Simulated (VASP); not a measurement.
# ReC6 (Im-3m) in VASP: a series of runs

The runs below take ReC6 through single point, relaxation of cell and atoms, with PBE.

All numbers are computed with VASP 6.6.1; they aren't measurements. Logs are shortened: lines on timing, memory, paths and dates and some standing lists are left out, and cuts for length are marked.

**1. The cell of the first run**

Symmetry: Im-3m, No. 229, cubic system. Conventional cell: a = 5.380 Å, b = 5.380 Å, c = 5.380 Å, α = 90.00°, β = 90.00°, γ = 90.00°. Within 2.7 Å of Re (site symmetry m-3m) lie 6 C at 2.04 Å. C (site symmetry 4mm) has 1 C at 1.30 Å within 1.7 Å.

The cell was built from a structure type or drawn by symmetry, and may not be a known phase.

**2. Single point, PBE**

Input file INCAR:

```
SYSTEM = ReC6
PREC = Accurate
ENCUT = 520
EDIFF = 1E-6
ISMEAR = 0
SIGMA = 0.1
LREAL = .False.
LASPH = .True.
NELM = 100
ALGO = Normal
ISIF = 2
LWAVE = .False.
LCHARG = .False.
GGA = PE
NBANDS = 24
```

Input file KPOINTS:

```
Automatic mesh
0
Gamma
  10 10 10
  0 0 0
```

Input file POSCAR:

```
ReC6
1.0
   -2.6899929623      2.6899929623      2.6899929623
    2.6899929623     -2.6899929623      2.6899929623
    2.6899929623      2.6899929623     -2.6899929623
Re C
1 6
Direct
    0.0000000000      0.0000000000      0.0000000000
    0.6207026905      0.6207026905      0.0000000000
    0.3792973095      0.3792973095      0.0000000000
    0.0000000000      0.3792973095      0.3792973095
    0.0000000000      0.6207026905      0.6207026905
    0.6207026905      0.0000000000      0.6207026905
    0.3792973095      0.0000000000      0.3792973095
```

Potentials or basis: VASP PAW PBE potentials, release 64 (Re, C).

The run is started by

```
$ cat potpaw_PBE.64/Re/POTCAR potpaw_PBE.64/C/POTCAR > POTCAR
$ mpirun -np 1 vasp_std > vasp.out
```

OUTCAR:

```text
SYSTEM = ReC6
   PREC = Accurate
   ENCUT = 520
   EDIFF = 1E-6
   ISMEAR = 0
   LREAL = .False.
   LASPH = .True.
   NELM = 100
   ISIF = 2
   GGA = PE

 ion  position               nearest neighbor table
   1  0.000  0.000  0.000-   2 2.04   3 2.04   4 2.04   5 2.04   6 2.04   7 2.04
   2  0.621  0.621  0.000-   3 1.30   1 2.04
   3  0.379  0.379  0.000-   2 1.30   1 2.04
   4  0.000  0.379  0.379-   5 1.30   1 2.04
   5  0.000  0.621  0.621-   4 1.30   1 2.04
   6  0.621  0.000  0.621-   7 1.30   1 2.04
   7  0.379  0.000  0.379-   6 1.30   1 2.04

  LATTYP: Found a body centered cubic cell.
 ALAT       =     5.3799859246

  Lattice vectors:

 A1 = (  -2.6899929623,   2.6899929623,   2.6899929623)
 A2 = (   2.6899929623,  -2.6899929623,   2.6899929623)
 A3 = (   2.6899929623,   2.6899929623,  -2.6899929623)

Analysis of symmetry for initial positions (statically):
=====================================================================
 Subroutine PRICEL returns:
 Original cell was already a primitive cell.

 Routine SETGRP: Setting up the symmetry group for a
 body centered cubic supercell.

 Subroutine GETGRP returns: Found 48 space group operations
 (whereof 48 operations were pure point group operations)
 out of a pool of 48 trial point group operations.

The static configuration has the point symmetry O_h .

Analysis of symmetry for dynamics (positions and initial velocities):
=====================================================================
 Subroutine PRICEL returns:
 Original cell was already a primitive cell.

 Routine SETGRP: Setting up the symmetry group for a
 body centered cubic supercell.

 Subroutine GETGRP returns: Found 48 space group operations
 (whereof 48 operations were pure point group operations)
 out of a pool of 48 trial point group operations.

The dynamic configuration has the point symmetry O_h .

 Subroutine INISYM returns: Found 48 space group operations
 (whereof 48 operations are pure point group operations),
 and found     1 'primitive' translations

----------------------------------------------------------------------------------------

                                     Primitive cell

  volume of cell :      77.8598

  direct lattice vectors                    reciprocal lattice vectors
    -2.689992962  2.689992962  2.689992962     0.000000000  0.185874092  0.185874092
     2.689992962 -2.689992962  2.689992962     0.185874092  0.000000000  0.185874092
     2.689992962  2.689992962 -2.689992962     0.185874092  0.185874092  0.000000000

  length of vectors
     4.659204483  4.659204483  4.659204483     0.262865662  0.262865662  0.262865662

  position of ions in fractional coordinates (direct lattice)
     0.000000000  0.000000000  0.000000000
     0.620702691  0.620702691  0.000000000
     0.379297309  0.379297309  0.000000000
     0.000000000  0.379297309  0.379297309
     0.000000000  0.620702691  0.620702691
     0.620702691  0.000000000  0.620702691
     0.379297309  0.000000000  0.379297309

  ion indices of the primitive-cell ions
   primitive index   ion index
                 1           1
                 2           2
                 3           3
                 4           4
                 5           5
                 6           6
                 7           7

----------------------------------------------------------------------------------------

 KPOINTS: Automatic mesh

Automatic generation of k-mesh.
 Grid dimensions read from file:
 generate k-points for:   10   10   10

 Generating k-lattice:

  Cartesian coordinates                     Fractional coordinates (reciprocal lattice)
     0.000000000  0.018587409  0.018587409     0.100000000  0.000000000  0.000000000
     0.018587409  0.000000000  0.018587409     0.000000000  0.100000000  0.000000000
     0.018587409  0.018587409  0.000000000     0.000000000  0.000000000  0.100000000

  Length of vectors
     0.026286566  0.026286566  0.026286566

  Shift w.r.t. Gamma in fractional coordinates (k-lattice)
     0.000000000  0.000000000  0.000000000

 Subroutine IBZKPT returns following result:
 ===========================================

 Found     47 irreducible k-points:

 Following reciprocal coordinates:
            Coordinates               Weight
  0.000000  0.000000  0.000000      1.000000
  0.100000  0.000000  0.000000     12.000000
  0.200000  0.000000  0.000000     12.000000
  0.300000  0.000000  0.000000     12.000000
  0.400000  0.000000  0.000000     12.000000
  0.500000  0.000000  0.000000      6.000000
[... 16 lines left out ...]
  0.300000  0.300000  0.100000      8.000000
 -0.300000  0.300000  0.100000     24.000000
 [... further k-points ...]
   k-points           NKPTS =     47   k-points in BZ     NKDIM =     47   number of bands    NBANDS=     24
   number of dos      NEDOS =    301   number of ions     NIONS =      7
   total plane-waves  NPLWV =  46656
   dimension x,y,z NGX =    36 NGY =   36 NGZ =   36
   dimension x,y,z NGXF=    72 NGYF=   72 NGZF=   72
   ions per type =               1   6
   NGX,Y,Z   is equivalent  to a cutoff of  12.85, 12.85, 12.85 a.u.
   NGXF,Y,Z  is equivalent  to a cutoff of  25.69, 25.69, 25.69 a.u.
 SYSTEM =  ReC6
   PREC   = accura    normal or accurate (medium, high low for compatibility)
   ISTART =      0    job   : 0-new  1-cont  2-samecut
   ICHARG =      2    charge: 1-file 2-atom 10-const
   ISPIN  =      1    spin polarized calculation?
   LNONCOLLINEAR =      F non collinear calculations
   LSORBIT =      F    spin-orbit coupling
   LASPH  =      T    aspherical Exc in radial PAW
   ENCUT  =  520.0 eV  38.22 Ry    6.18 a.u.   8.66  8.66  8.66*2*pi/ulx,y,z
   NELM   =    100;   NELMIN=  2; NELMDL= -5     # of ELM steps
   EDIFF  = 0.1E-05   stopping-criterion for ELM
   LREAL  =      F    real-space projection
[... 7 lines left out ...]
   TEBEG  =    0.0;   TEEND  =   0.0 temperature during run
   PSTRESS=    0.0 pullay stress
   NELECT =      31.0000    total number of electrons
   NUPDOWN=      -1.0000    fix difference up-down
   EMIN   =  10.00;   EMAX   =-10.00  energy-range for DOS
   EFERMI =   0.00;   METHOD = LEGACY
   ISMEAR =     0;   SIGMA  =   0.10  broadening in eV -4-tet -1-fermi 0-gaus
   EFERMI_NEDOS =   21; number of points for ismear=-14 and -15
   IALGO  =     38    algorithm
   IMIX   =      4    mixing-type and parameters
     AMIX     =   0.40;   BMIX     =  1.00
     AMIX_MAG =   1.60;   BMIX_MAG =  1.00
  volume/ion in A,a.u.               =      11.12        75.06
  Fermi-wavevector in a.u.,A,eV,Ry     =   1.204364  2.275917 19.735134  1.450491
  Thomas-Fermi vector in A             =   2.340091
   LORBIT       =      0    0 simple, 1 ext, 2 COOP (PROOUT), +10 PAW based schemes
   GGA     = PE    functional components
   LHFCALC =     F    Hartree Fock is set to
   AEXX    =    0.0000 exact exchange contribution
   IVDW    =     0    specifies the selected vdW correction
   LEPSILON=     F    determine dielectric tensor
   LRPA    =     F    only Hartree local field effects (RPA)
 non-spin polarized calculation
 Gauss-broadening in eV      SIGMA  =   0.10
  energy-cutoff  :      520.00
  volume of cell :       77.86
 maximum number of plane-waves:      2123
   NGX = 17   NGY = 17   NGZ = 17

 number of electron      30.9999999 magnetization

 Free energy of the ion-electron system (eV)
  ---------------------------------------------------
  ext. energy  EPLUGINS =         0.00000000
  ---------------------------------------------------
  free energy    TOTEN  =       -56.57184594 eV

  energy without entropy =      -56.56120835  energy(sigma->0) =      -56.56652714

 E-fermi :   2.9816     XC(G=0): -10.8336

 val. band max:        2.9271209885   @ k =   0.2000   0.0000   0.0000
 cond. band min:       2.9852641518   @ k =  -0.3000   0.5000   0.1000
 fundamental gap:      0.0581431632
 Fermi energy:         2.9816175380

 k-point     1 :       0.0000    0.0000    0.0000
  band No.  band energies     occupation
      1     -12.0631      2.00000
      2      -9.8228      2.00000
      3      -9.8228      2.00000
      4      -3.2425      2.00000
      5      -2.3789      2.00000
      6      -2.3789      2.00000
[... 16 lines left out ...]
     23       9.9443      0.00000
     24       9.9443      0.00000

 k-point     2 :       0.1000    0.0000    0.0000
  band No.  band energies     occupation
      1     -12.0064      2.00000
      2      -9.8710      2.00000
      3      -9.8246      2.00000
      4      -3.5629      2.00000
      5      -2.8262      2.00000
      6      -2.4973      2.00000
[... 16 lines left out ...]
     23       9.8143      0.00000
     24       9.8638      0.00000

 k-point     3 :       0.2000    0.0000    0.0000
  band No.  band energies     occupation
      1     -11.8426      2.00000
      2     -10.0116      2.00000
      3      -9.8292      2.00000
      4      -4.1796      2.00000
      5      -3.3540      2.00000
      6      -2.5428      2.00000
[... 16 lines left out ...]
     23       9.6675      0.00000
     24       9.6972      0.00000

 k-point     4 :       0.3000    0.0000    0.0000
  band No.  band energies     occupation
      1     -11.5902      2.00000
      2     -10.2326      2.00000
      3      -9.8345      2.00000
      4      -4.7501      2.00000
      5      -3.7590      2.00000
      6      -2.5498      2.00000
[... 16 lines left out ...]
     23       9.5883      0.00000
     24       9.7218      0.00000

 k-point     5 :       0.4000    0.0000    0.0000
  band No.  band energies     occupation
      1     -11.2861      2.00000
      2     -10.5089      2.00000
      3      -9.8383      2.00000
      4      -5.1384      2.00000
      5      -4.0115      2.00000
      6      -2.5498      2.00000
[... 16 lines left out ...]
     23       9.1383      0.00000
     24       9.5559      0.00000

 k-point     6 :       0.5000    0.0000    0.0000
  band No.  band energies     occupation
      1     -11.0691      2.00000
      2     -10.7146      2.00000
      3      -9.8397      2.00000
      4      -5.2755      2.00000
      5      -4.0972      2.00000
      6      -2.5493      2.00000
[... 16 lines left out ...]
     23       8.8490      0.00000
     24       9.5515      0.00000
[... 379 lines left out ...]
 k-point    21 :       0.3000    0.2000    0.1000
  band No.  band energies     occupation
      1     -10.9354      2.00000
      2     -10.5467      2.00000
      3     -10.1276      2.00000
      4      -5.4755      2.00000
      5      -4.0494      2.00000
      6      -3.8512      2.00000
[... 16 lines left out ...]
     23       8.6364      0.00000
     24       8.7201      0.00000

 k-point    22 :      -0.2000    0.2000    0.1000
  band No.  band energies     occupation
      1     -11.7940      2.00000
      2     -10.1097      2.00000
      3      -9.7726      2.00000
      4      -4.3796      2.00000
      5      -3.0840      2.00000
      6      -2.5245      2.00000
[... 16 lines left out ...]
     23       9.7024      0.00000
     24       9.7323      0.00000

 k-point    23 :       0.3000    0.3000    0.1000
  band No.  band energies     occupation
      1     -10.7012      2.00000
      2     -10.7012      2.00000
      3     -10.2006      2.00000
      4      -5.5548      2.00000
      5      -4.0139      2.00000
      6      -4.0139      2.00000
[... 16 lines left out ...]
     23       8.4450      0.00000
     24       8.4450      0.00000

 k-point    24 :      -0.3000    0.3000    0.1000
  band No.  band energies     occupation
      1     -11.5521      2.00000
      2     -10.3096      2.00000
      3      -9.7918      2.00000
      4      -4.7910      2.00000
      5      -3.5899      2.00000
      6      -2.5420      2.00000
[... 16 lines left out ...]
     23       9.5596      0.00000
     24       9.6615      0.00000

 [... further k-points ...]

------------------------ aborting loop because EDIFF is reached ----------------------------------------

  FORCE on cell =-STRESS in cart. coord.  units (eV):
  Direction    XX          YY          ZZ          XY          YZ          ZX
  --------------------------------------------------------------------------------------
  -------------------------------------------------------------------------------------
  Total        0.3897957      0.3897957      0.3897957     -0.0000000      0.0000000     -0.0000000
  in kB        8.0211048      8.0211048      8.0211048     -0.0000000      0.0000000     -0.0000000
  external PRESSURE =       8.0211048 kB  Pullay stress =       0.0000000 kB

 VOLUME and BASIS-vectors are now :
 -----------------------------------------------------------------------------
  energy-cutoff  :      520.00
  volume of cell :       77.86
      direct lattice vectors                 reciprocal lattice vectors
    -2.689992962  2.689992962  2.689992962     0.000000000  0.185874092  0.185874092
     2.689992962 -2.689992962  2.689992962     0.185874092  0.000000000  0.185874092
     2.689992962  2.689992962 -2.689992962     0.185874092  0.185874092  0.000000000

 POSITION                                       TOTAL-FORCE (eV/Angst)
 -----------------------------------------------------------------------------------
      0.00000      0.00000      0.00000         0.000000      0.000000      0.000000
      0.00000      0.00000      3.33937         0.000000      0.000000      0.000287
      0.00000      0.00000      2.04061        -0.000000      0.000000     -0.000287
      2.04061      0.00000      0.00000        -0.000287      0.000000      0.000000
      3.33937      0.00000      0.00000         0.000287      0.000000      0.000000
      0.00000      3.33937      0.00000         0.000000      0.000287      0.000000
      0.00000      2.04061      0.00000         0.000000     -0.000287      0.000000
 -----------------------------------------------------------------------------------
    total drift:                                0.000000     -0.000000      0.000000

  FREE ENERGIE OF THE ION-ELECTRON SYSTEM (eV)
  ---------------------------------------------------
  free  energy   TOTEN  =       -56.5718459362 eV

  energy  without entropy=      -56.5612083534  energy(sigma->0) =      -56.56652714
```

Wall time 85 s (1 thread of Intel Xeon Platinum 8259CL at 2.50GHz (Skylake/Cascade Lake), shared host); peak memory 0.24 GiB.

What came out:

```
Free energy            : -56.5718 eV
Pressure               : 0.8 GPa
Band gap on the k mesh : zero (an odd number of electrons rules out a gap without spin polarisation)
```

Caveat: spin-orbit coupling is left out, which moves the levels of the heavy elements.

**3. Relaxation of cell and atoms, PBE**

This run uses another cell than the first one, of 11.16 Å³/atom.

Input file INCAR:

```
SYSTEM = ReC6
  ALGO = Normal
  EDIFF = 1E-6
  EDIFFG = -0.01
  ENCUT = 600
  GGA = PE
  IBRION = 2
  ISIF = 3
  ISMEAR = 0
  LASPH = .TRUE.
  LCHARG = .FALSE.
  LREAL = .FALSE.
  LWAVE = .FALSE.
  NELM = 60
  NSW = 100
  PREC = Accurate
  SIGMA = 0.1
```

Input file KPOINTS:

```
k-points
0
G
  10 10 10
  0 0 0
```

Input file POSCAR:

```
ReC6
1.0
   -2.6929913371      2.6929913371      2.6929913371
    2.6929913371     -2.6929913371      2.6929913371
    2.6929913371      2.6929913371     -2.6929913371
Re C
1 6
Direct
    0.0000000000      0.0000000000      0.0000000000
    0.6203401316      0.6203401316      0.0000000000
    0.3796598684      0.3796598684      0.0000000000
    0.0000000000      0.3796598684      0.3796598684
    0.0000000000      0.6203401316      0.6203401316
    0.6203401316      0.0000000000      0.6203401316
    0.3796598684      0.0000000000      0.3796598684
```

Potentials or basis: VASP PAW PBE potentials, release 64 (Re, C).

The run is started by

```
$ cat potpaw_PBE.64/Re/POTCAR potpaw_PBE.64/C/POTCAR > POTCAR
$ mpirun -np 1 vasp_std > vasp.out
```

Run time: 3.4 min. Hardware: 1 thread of Intel Xeon Platinum 8259CL at 2.50GHz (Skylake/Cascade Lake), shared host; peak memory 0.28 GiB.

Results (log left out):

| Quantity | Value |
| --- | --- |
| Free energy | -56.5790 eV |
| Relaxed volume | 11.16 Å³/atom |
| Relaxed cell | a = 4.665 Å, b = 4.665 Å, c = 4.665 Å, α = 109.47°, β = 109.47°, γ = 109.47° |
| Space group after relaxing (to 0.1 Å) | Im-3m (No. 229) |
| Energy gained by relaxing | 0.1 meV/atom |
| Ionic steps | 3 |
| Pressure after relaxing | -0.1 GPa |
| Band gap on the k mesh | zero (an odd number of electrons rules out a gap without spin polarisation) |

Step by step:
| step | energy change (eV) | largest force (eV/Å) | pressure (GPa) | volume (Å³) |
| --- | --- | --- | --- | --- |
| 1 | 0.0000 | 0.2179 | 0.23 | 78.12 |
| 2 | 0.0324 | 1.1841 | -2.02 | 78.31 |
| 3 | -0.0010 | 0.0012 | -0.13 | 78.15 |

Final structure:
```
Re C
1.0
    -2.69330    2.69330    2.69330
     2.69330   -2.69330    2.69330
     2.69330    2.69330   -2.69330
Re C
1 6
Direct
  0.00000 0.00000 0.00000
  0.62063 0.62063 0.00000
  0.37937 0.37937 0.00000
  0.00000 0.37937 0.37937
  0.00000 0.62063 0.62063
  0.62063 0.00000 0.62063
  0.37937 0.00000 0.37937
```

Levels at points of the mesh, in eV from the Fermi level:
| k point | band 11 | band 12 | band 13 | band 14 | band 15 | band 16 | band 17 | band 18 | band 19 |
| --- | --- | --- | --- | --- | --- | --- | --- | --- | --- |
| (0.00, 0.00, 0.00) | -3.78 | -3.78 | -2.40 | -2.40 | -2.40 | 0.28 | 0.28 | 0.28 | 5.97 |
| (0.50, 0.00, 0.00) | -2.20 | -1.91 | -1.87 | -1.33 | -0.78 | 0.32 | 1.54 | 1.85 | 3.83 |
| (0.50, 0.50, 0.50) | -2.68 | -2.68 | -1.64 | -1.64 | -1.64 | 0.59 | 0.59 | 0.59 | 6.34 |

Caveat: spin-orbit coupling is left out, which moves the levels of the heavy elements.
